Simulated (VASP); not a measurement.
Runs of VASP 6.6.1 on SiC. The structure is that of space group F-43m (No. 216), or close to it. The cells are those of the table. 

```tsv
task	level	cell	cutoff (eV)	gap on the mesh (eV)	pressure (GPa)
single point	PBE	a = 3.158 Å, angles 60.0°, 2 atoms	520	1.42	-11.1
single point	PBE	a = 3.128 Å, angles 60.0°, 2 atoms	520	1.40	-6.0
single point	r2SCAN	a = 3.097 Å, angles 60.0°, 2 atoms	520	(c)	-3.7
single point	PBE	a = 3.197 Å, angles 60.0°, 2 atoms	520	(a)	-16.8
single point	PBE	a = 3.097 Å, angles 60.0°, 2 atoms	520	1.37	0.0
single point	PBE	a = 2.968 Å, angles 60.0°, 2 atoms	520	(b)	34.7
relaxation of cell and atoms	PBE	relaxed from a = 3.082 Å, angles 60.0°, 2 atoms	600	1.37	0.0
single point	PBE	a = 3.034 Å, angles 60.0°, 2 atoms	520	1.31	14.8
```

Alike in all rows: potentials or basis VASP PAW PBE potentials, release 64 (Si, C); no spin polarisation; k mesh 10 × 10 × 10; smearing gaussian 0.02 eV.

Q: Estimate the missing entries.

A: (a) 1.45; (b) 1.24; (c) 1.73.

Caveats: the PAW data sets were made with another functional, which shifts forces and pressure a little (some runs).

A k mesh can miss the band edges.
